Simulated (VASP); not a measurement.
Crystal: HfC.

```xyz
2
Lattice="0.0000 2.3404 2.3404 2.3404 0.0000 2.3404 2.3404 2.3404 0.0000" Properties=species:S:1:pos:R:3 pbc="T T T"
Hf    2.3404    2.3404    2.3404
C     0.0000    0.0000    0.0000
```

Base run:

* Program: VASP 6.6.1
* Functional: LDA
* Potentials or basis: VASP PAW LDA potentials, release 64 (Hf_pv, C)
* Cutoff: 520 eV
* k mesh: 10 × 10 × 10
* Occupations: fermi-dirac, width 0.05 eV
* Spin: no spin polarisation

Its results: band gap on the k mesh zero (band 7 reaches 6.71 eV, above the bottom of band 8 at 5.31 eV); pressure -15.7 GPa.

**Question.** The run is repeated on the same cell with these changes: functional from LDA to PBEsol; potentials or basis from VASP PAW LDA potentials, release 64 (Hf_pv, C) to VASP PAW PBE potentials, release 64 (Hf_pv, C). What comes out?

**Answer.** Band gap on the k mesh zero (band 7 reaches 6.67 eV, above the bottom of band 8 at 5.25 eV); pressure -11.3 GPa.

Caveats: spin-orbit coupling is left out, which moves the levels of the heavy elements; the PAW data sets were made with another functional, which shifts forces and pressure a little (some runs).
